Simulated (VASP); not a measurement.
# Be7Te (P-6m2) in VASP: single point with PBE

Aim: the single point of Be7Te with PBE.

Everything below comes from runs of VASP 6.6.1. Logs are shortened: lines on timing, memory, paths and dates and some standing lists are left out, and cuts for length are marked.

### 1 The cell of the first run

Symmetry: P-6m2, No. 187, hexagonal system. The conventional cell has a = 5.420 Å, b = 5.420 Å, c = 3.604 Å, α = 90.00°, β = 90.00°, γ = 120.00°. Within 3.1 Å of Be (site symmetry mm2) lie 10 Be at 2.27 to 3.03 Å and 2 Te at 2.72 Å. Within 2.8 Å of Be (site symmetry mm2) lie 8 Be at 2.05 to 2.74 Å and 2 Te at 2.65 Å. Within 3.0 Å of Be (site symmetry -6m2) lie 12 Be at 2.27 to 2.74 Å. Within 3.7 Å of Te (site symmetry -6m2) lie 18 Be at 2.65 to 3.61 Å and 2 Te at 3.60 Å.

### 2 Single point, PBE

File INCAR:

```
PREC = Accurate
ENCUT = 600
EDIFF = 1E-6
ISMEAR = 1
SIGMA = 0.1
LREAL = F
LASPH = T
NELM = 120
ALGO = Normal
ISIF = 2
LWAVE = F
LCHARG = F
GGA = PE
NBANDS = 20
GGA_COMPAT = F
```

File KPOINTS:

```
regular mesh
0
Gamma
  12 12 10
```

File POSCAR:

```
Be7Te
1.0
    5.4202832055      0.0000000000      0.0000000000
   -2.7101416028      4.6941029517      0.0000000000
    0.0000000000      0.0000000000      3.6038581005
Be Te
7 1
Direct
    0.9606875665      0.4803437832      0.0000000000
    0.5196562168      0.0393124335      0.0000000000
    0.5196562168      0.4803437832      0.0000000000
    0.2074387266      0.7925612734      0.5000000000
    0.2074387266      0.4148774531      0.5000000000
    0.5851225469      0.7925612734      0.5000000000
    0.6666666667      0.3333333333      0.5000000000
    0.0000000000      0.0000000000      0.0000000000
```

Potentials or basis: VASP PAW PBE potentials, release 64 (Be, Te).

Launch:

```bash
$ cat potpaw_PBE.64/Be/POTCAR potpaw_PBE.64/Te/POTCAR > POTCAR
$ mpirun -np 1 vasp_std > vasp.out
```

OUTCAR:

```text
PREC = Accurate
   ENCUT = 600
   EDIFF = 1E-6
   ISMEAR = 1
   LREAL = F
   LASPH = T
   NELM = 120
   ISIF = 2
   GGA = PE

 ion  position               nearest neighbor table
   1  0.961  0.480  0.000-   7 2.27   7 2.27   5 2.37   5 2.37   4 2.37   4 2.37   8 2.72   8 2.72

   2  0.520  0.039  0.000-   7 2.27   7 2.27   4 2.37   4 2.37   6 2.37   6 2.37   8 2.72   8 2.72

   3  0.520  0.480  0.000-   7 2.27   7 2.27   5 2.37   5 2.37   6 2.37   6 2.37   8 2.72   8 2.72

   4  0.207  0.793  0.500-   6 2.05   5 2.05   2 2.37   2 2.37   1 2.37   1 2.37   8 2.65   8 2.65

   5  0.207  0.415  0.500-   6 2.05   4 2.05   3 2.37   3 2.37   1 2.37   1 2.37   8 2.65   8 2.65

   6  0.585  0.793  0.500-   4 2.05   5 2.05   2 2.37   2 2.37   3 2.37   3 2.37   8 2.65   8 2.65

   7  0.667  0.333  0.500-   1 2.27   1 2.27   3 2.27   3 2.27   2 2.27   2 2.27
   8  0.000  0.000  0.000-   6 2.65   6 2.65   5 2.65   5 2.65   4 2.65   4 2.65   2 2.72   1 2.72
                             3 2.72   3 2.72   2 2.72   1 2.72

  LATTYP: Found a hexagonal cell.
 ALAT       =     5.4202832055
 C/A-ratio  =     0.6648837273

  Lattice vectors:

 A1 = (   5.4202832055,   0.0000000000,   0.0000000000)
 A2 = (  -2.7101416028,   4.6941029517,   0.0000000000)
 A3 = (   0.0000000000,   0.0000000000,   3.6038581005)

Analysis of symmetry for initial positions (statically):
=====================================================================
 Subroutine PRICEL returns:
 Original cell was already a primitive cell.

 Routine SETGRP: Setting up the symmetry group for a
 hexagonal supercell.

 Subroutine GETGRP returns: Found 12 space group operations
 (whereof 12 operations were pure point group operations)
 out of a pool of 24 trial point group operations.

The static configuration has the point symmetry D_3h.

Analysis of symmetry for dynamics (positions and initial velocities):
=====================================================================
 Subroutine PRICEL returns:
 Original cell was already a primitive cell.

 Routine SETGRP: Setting up the symmetry group for a
 hexagonal supercell.

 Subroutine GETGRP returns: Found 12 space group operations
 (whereof 12 operations were pure point group operations)
 out of a pool of 24 trial point group operations.

The dynamic configuration has the point symmetry D_3h.

 Subroutine INISYM returns: Found 12 space group operations
 (whereof 12 operations are pure point group operations),
 and found     1 'primitive' translations

----------------------------------------------------------------------------------------

                                     Primitive cell

  volume of cell :      91.6943

  direct lattice vectors                    reciprocal lattice vectors
     5.420283205  0.000000000  0.000000000     0.184492205  0.106516624  0.000000000
    -2.710141603  4.694102952  0.000000000     0.000000000  0.213033248  0.000000000
     0.000000000  0.000000000  3.603858101     0.000000000  0.000000000  0.277480404

  length of vectors
     5.420283205  5.420283206  3.603858101     0.213033248  0.213033248  0.277480404

  position of ions in fractional coordinates (direct lattice)
     0.960687566  0.480343783  0.000000000
     0.519656217  0.039312434  0.000000000
     0.519656217  0.480343783  0.000000000
     0.207438727  0.792561273  0.500000000
     0.207438727  0.414877453  0.500000000
     0.585122547  0.792561273  0.500000000
     0.666666667  0.333333333  0.500000000
     0.000000000  0.000000000  0.000000000

  ion indices of the primitive-cell ions
   primitive index   ion index
                 1           1
                 2           2
                 3           3
                 4           4
                 5           5
                 6           6
                 7           7
                 8           8

----------------------------------------------------------------------------------------

 KPOINTS: regular mesh

Automatic generation of k-mesh.
 Grid dimensions read from file:
 generate k-points for:   12   12   10

 Generating k-lattice:

  Cartesian coordinates                     Fractional coordinates (reciprocal lattice)
     0.015374350  0.008876385  0.000000000     0.083333333  0.000000000  0.000000000
     0.000000000  0.017752771  0.000000000     0.000000000  0.083333333  0.000000000
     0.000000000  0.000000000  0.027748040     0.000000000  0.000000000  0.100000000

  Length of vectors
     0.017752771  0.017752771  0.027748040

  Shift w.r.t. Gamma in fractional coordinates (k-lattice)
     0.000000000  0.000000000  0.000000000

 Subroutine IBZKPT returns following result:
 ===========================================

 Found    114 irreducible k-points:

 Following reciprocal coordinates:
            Coordinates               Weight
  0.000000  0.000000  0.000000      1.000000
  0.083333  0.000000  0.000000      6.000000
  0.166667  0.000000  0.000000      6.000000
  0.250000  0.000000  0.000000      6.000000
  0.333333  0.000000  0.000000      6.000000
  0.416667  0.000000  0.000000      6.000000
[... 16 lines left out ...]
  0.250000  0.000000  0.100000     12.000000
  0.333333  0.000000  0.100000     12.000000
 [... further k-points ...]
   k-points           NKPTS =    114   k-points in BZ     NKDIM =    114   number of bands    NBANDS=     20
   number of dos      NEDOS =    301   number of ions     NIONS =      8
   total plane-waves  NPLWV =  69120
   dimension x,y,z NGX =    48 NGY =   48 NGZ =   30
   dimension x,y,z NGXF=    96 NGYF=   96 NGZF=   60
   ions per type =               7   1
   NGX,Y,Z   is equivalent  to a cutoff of  14.72, 14.72, 13.84 a.u.
   NGXF,Y,Z  is equivalent  to a cutoff of  29.44, 29.44, 27.68 a.u.
 SYSTEM =  unknown system
   PREC   = accura    normal or accurate (medium, high low for compatibility)
   ISTART =      0    job   : 0-new  1-cont  2-samecut
   ICHARG =      2    charge: 1-file 2-atom 10-const
   ISPIN  =      1    spin polarized calculation?
   LNONCOLLINEAR =      F non collinear calculations
   LSORBIT =      F    spin-orbit coupling
   LASPH  =      T    aspherical Exc in radial PAW
   ENCUT  =  600.0 eV  44.10 Ry    6.64 a.u.  10.83 10.83  7.20*2*pi/ulx,y,z
   NELM   =    120;   NELMIN=  2; NELMDL= -5     # of ELM steps
   EDIFF  = 0.1E-05   stopping-criterion for ELM
   LREAL  =      F    real-space projection
   EDIFFG = 0.1E-04   stopping-criterion for IOM
   NSW    =      0    number of steps for IOM
   IBRION =     -1    ionic relax: 0-MD 1-quasi-New 2-CG
   NFREE  =      0    steps in history (QN), initial steepest desc. (CG)
   ISIF   =      2    stress and relaxation
   ISYM   =      2    0-nonsym 1-usesym 2-fastsym
   POTIM  = 0.5000    time-step for ionic-motion
   TEBEG  =    0.0;   TEEND  =   0.0 temperature during run
   PSTRESS=    0.0 pullay stress
   NELECT =      20.0000    total number of electrons
   NUPDOWN=      -1.0000    fix difference up-down
   EMIN   =  10.00;   EMAX   =-10.00  energy-range for DOS
   EFERMI =   0.00;   METHOD = LEGACY
   ISMEAR =     1;   SIGMA  =   0.10  broadening in eV -4-tet -1-fermi 0-gaus
   EFERMI_NEDOS =   21; number of points for ismear=-14 and -15
   IALGO  =     38    algorithm
   IMIX   =      4    mixing-type and parameters
     AMIX     =   0.40;   BMIX     =  1.00
     AMIX_MAG =   1.60;   BMIX_MAG =  1.00
  volume/ion in A,a.u.               =      11.46        77.35
  Fermi-wavevector in a.u.,A,eV,Ry     =   0.985456  1.862243 13.212948  0.971124
  Thomas-Fermi vector in A             =   2.116765
   LORBIT       =      0    0 simple, 1 ext, 2 COOP (PROOUT), +10 PAW based schemes
   GGA     = PE    functional components
   LHFCALC =     F    Hartree Fock is set to
   AEXX    =    0.0000 exact exchange contribution
   IVDW    =     0    specifies the selected vdW correction
   LEPSILON=     F    determine dielectric tensor
   LRPA    =     F    only Hartree local field effects (RPA)
 non-spin polarized calculation
 Methfessel and Paxton  Order N= 1 SIGMA  =   0.10
  energy-cutoff  :      600.00
  volume of cell :       91.69
 maximum number of plane-waves:      3098
 NGX is ok and might be reduce to    48
   NGX = 21   NGY = 21   NGZ = 15

 number of electron      20.0000000 magnetization

 Free energy of the ion-electron system (eV)
  ---------------------------------------------------
  ext. energy  EPLUGINS =         0.00000000
  ---------------------------------------------------
  free energy    TOTEN  =       -24.88119995 eV

  energy without entropy =      -24.88152837  energy(sigma->0) =      -24.88130942

 E-fermi :   7.0486     XC(G=0): -10.1726

 val. band max:        7.0449953533   @ k =   0.1667   0.0000   0.2000
 cond. band min:       7.0522020721   @ k =   0.3333   0.3333   0.0000
 fundamental gap:      0.0072067187
 Fermi energy:         7.0485686131

 k-point     1 :       0.0000    0.0000    0.0000
  band No.  band energies     occupation
      1      -6.9745      2.00000
      2      -0.3759      2.00000
      3       0.3248      2.00000
      4       0.3248      2.00000
      5       1.9690      2.00000
      6       2.5475      2.00000
[... 12 lines left out ...]
     19      11.7898      0.00000
     20      12.3133      0.00000

 k-point     2 :       0.0833    0.0000    0.0000
  band No.  band energies     occupation
      1      -6.9616      2.00000
      2      -0.6937      2.00000
      3       0.2677      2.00000
      4       0.6153      2.00000
      5       1.6894      2.00000
      6       2.6772      2.00000
[... 12 lines left out ...]
     19      12.0498      0.00000
     20      12.4436      0.00000
[... 465 lines left out ...]
      3       0.0655      2.00000
      4       0.6080      2.00000
      5       2.3011      2.00000
      6       3.2065      2.00000
[... 12 lines left out ...]
     19      12.7142      0.00000
     20      13.4136      0.00000

 k-point    24 :       0.3333    0.0000    0.1000
  band No.  band energies     occupation
      1      -6.7384      2.00000
      2      -1.8654      2.00000
      3      -0.0601      2.00000
      4       0.3886      2.00000
      5       2.9169      2.00000
      6       3.5261      2.00000
[... 12 lines left out ...]
     19      12.5402      0.00000
     20      13.1636      0.00000

 [... further k-points ...]

------------------------ aborting loop because EDIFF is reached ----------------------------------------

  FORCE on cell =-STRESS in cart. coord.  units (eV):
  Direction    XX          YY          ZZ          XY          YZ          ZX
  --------------------------------------------------------------------------------------
  -------------------------------------------------------------------------------------
  Total        0.1301948      0.1301948     -0.0086135     -0.0000000     -0.0000000      0.0000000
  in kB        2.2748985      2.2748985     -0.1505040     -0.0000000     -0.0000000      0.0000000
  external PRESSURE =       1.4664310 kB  Pullay stress =       0.0000000 kB

 VOLUME and BASIS-vectors are now :
 -----------------------------------------------------------------------------
  energy-cutoff  :      600.00
  volume of cell :       91.69
      direct lattice vectors                 reciprocal lattice vectors
     5.420283205  0.000000000  0.000000000     0.184492205  0.106516624  0.000000000
    -2.710141603  4.694102952  0.000000000     0.000000000  0.213033248  0.000000000
     0.000000000  0.000000000  3.603858101     0.000000000  0.000000000  0.277480404

 POSITION                                       TOTAL-FORCE (eV/Angst)
 -----------------------------------------------------------------------------------
      3.90540      2.25478      0.00000         0.006641      0.003834     -0.000000
      2.71014      0.18454      0.00000         0.000000     -0.007669     -0.000000
      1.51488      2.25478      0.00000        -0.006641      0.003834     -0.000000
     -1.02358      3.72036      1.80193        -0.023502      0.013569     -0.000000
      0.00000      1.94748      1.80193         0.000000     -0.027138      0.000000
      1.02358      3.72036      1.80193         0.023502      0.013569     -0.000000
      2.71014      1.56470      1.80193        -0.000000     -0.000000     -0.000000
      0.00000      0.00000      0.00000        -0.000000     -0.000000     -0.000000
 -----------------------------------------------------------------------------------
    total drift:                               -0.000000      0.000000     -0.000000

  FREE ENERGIE OF THE ION-ELECTRON SYSTEM (eV)
  ---------------------------------------------------
  free  energy   TOTEN  =       -24.8811999480 eV

  energy  without entropy=      -24.8815283746  energy(sigma->0) =      -24.88130942
```

It took 10 min on 1 thread of Intel Xeon 8259CL, shared host; peak memory 0.4 GiB.

Results:

```
Free energy            : -24.8812 eV
Pressure               : 0.1 GPa
Largest force          : 0.027 eV/Å
Band gap on the k mesh : zero (bands 10 and 11 overlap by 2.70 eV)
```

Forces on the atoms (eV/Å):
```
Be   0.007  0.004  0.000
Be   0.000 -0.008  0.000
Be  -0.007  0.004  0.000
Be  -0.024  0.014  0.000
Be   0.000 -0.027  0.000
Be   0.024  0.014  0.000
Be   0.000  0.000  0.000
Te   0.000  0.000  0.000
```

Stress tensor (GPa, compression positive):
```
 0.23  0.00  0.00
 0.00  0.23  0.00
 0.00  0.00 -0.02
```

Caveat: spin-orbit coupling is left out, which moves the levels of the heavy elements.
